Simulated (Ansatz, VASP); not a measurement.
Two plane-wave programs on Bi

POSCAR

```
Bi
1.0
   -2.0075049763      2.0075049763      2.0075049763
    2.0075049763     -2.0075049763      2.0075049763
    2.0075049763      2.0075049763     -2.0075049763
Bi
1
Direct
    0.0000000000      0.0000000000      0.0000000000
```

The input INCAR.step1:

```
ALGO = Normal
EDIFF = 1E-5
ENCUT = 520
GGA = PE
ISIF = 2
ISMEAR = -1
LASPH = T
LCHARG = F
LREAL = F
LWAVE = T
NBANDS = 14
NELM = 80
PREC = Accurate
SIGMA = 0.05
```

File INCAR.step2:

```
AEXX = 0.25
ALGO = Normal
EDIFF = 1E-7
ENCUT = 520
GGA = PE
ISIF = 2
ISMEAR = -1
ISTART = 1
LASPH = T
LCHARG = F
LHFCALC = T
LREAL = F
LWAVE = F
NBANDS = 14
NELM = 80
PREC = Accurate
PRECFOCK = Normal
SIGMA = 0.05
```

KPOINTS

```
k-points
0
Gamma
  6 6 6
```

The input input:

```
crystal:
  lattice:
    - [-2.0075049763, 2.0075049763, 2.0075049763]
    - [2.0075049763, -2.0075049763, 2.0075049763]
    - [2.0075049763, 2.0075049763, -2.0075049763]
  atoms:
    - { symbol: Bi, position: [0.0, 0.0, 0.0] }
hamiltonian:
  xc: pbe0
  pseudopotentials: { kind: paw }
kpoints:
  mp_grid: { grid: [6, 6, 6] }
scf:
  occupations: { method: fermi_dirac, width: 0.05 }
output:
  forces: true
  stress: true
  eigenvalues: true
```

Alike in both runs: task single point; functional PBE0; k mesh 6 × 6 × 6; occupations fermi-dirac, width 0.05 eV; no spin polarisation.

|  | VASP | Ansatz |
| --- | --- | --- |
| version | VASP 6.6.1 | Ansatz 0.2.0 |
| potentials or method | VASP PAW PBE potentials, release 64 (Bi_d) | Ansatz PAW |
| plane-wave cutoff (eV) | 520 | 420 |
| valence electrons in the cell | 15 | 15 |

Ansatz gave:

* gap on the k mesh at the Fermi level (eV): none
* pressure (GPa): -2.7

Task: What did VASP give for the same quantities?

Result: gap on the k mesh at the Fermi level (eV): none; pressure (GPa): -2.8.

A gap of «none» marks a metal or a gap that the smearing closes.

The k mesh is coarse, so the values compare programs but aren't converged. Neither program's run includes spin-orbit coupling.
